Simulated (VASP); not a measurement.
A run of VASP 6.6.1 is set up as follows.

Contents of INCAR:

```
ALGO = Fast
DIPOL = 0.5 0.5 0.500
EDIFF = 1E-6
ENCUT = 520
GGA = PE
IDIPOL = 3
ISIF = 2
ISMEAR = 0
IVDW = 12
LASPH = T
LCHARG = F
LDIPOL = T
LREAL = Auto
LWAVE = F
NBANDS = 78
NELM = 80
PREC = Accurate
SIGMA = 0.1
```

Contents of KPOINTS:

```
k-points
0
Gamma
  4 4 1
```

POSCAR

```
Os
1.0
    5.4699229139      0.0000000000      0.0000000000
   -2.7349614569      4.7370922002      0.0000000000
    0.0000000000      0.0000000000     22.4902484393
Os
16
Direct
    0.3333333333      0.1666666667      0.3557097211
    0.3333333333      0.6666666667      0.3557097211
    0.8333333333      0.1666666667      0.3557097211
    0.8333333333      0.6666666667      0.3557097211
    0.1666666667      0.3333333333      0.4519032404
    0.1666666667      0.8333333333      0.4519032404
    0.6666666667      0.3333333333      0.4519032404
    0.6666666667      0.8333333333      0.4519032404
    0.3333333333      0.1666666667      0.5487933283
    0.3333333333      0.6666666667      0.5487933283
    0.8333333333      0.1666666667      0.5487933283
    0.8333333333      0.6666666667      0.5487933283
    0.1666666667      0.3333333333      0.6422774710
    0.1666666667      0.8333333333      0.6422774710
    0.6666666667      0.3333333333      0.6422774710
    0.6666666667      0.8333333333      0.6422774710
```

Potentials or basis: VASP PAW PBE potentials, release 64 (Os).

Launch:

```bash
$ cat potpaw_PBE.64/Os/POTCAR > POTCAR
$ mpirun -np 1 vasp_std > vasp.out
```

(1) Estimate the largest force.

(2) Predict the dispersion energy per atom.

(3) Predict the band gap on the k mesh.

## Answers

(1) 0.720 eV/Å.

(2) -0.469 eV.

(3) zero (band 64 reaches 1.70 eV, above the bottom of band 65 at 0.16 eV).

Caveat: spin-orbit coupling is left out, which moves the levels of the heavy elements.
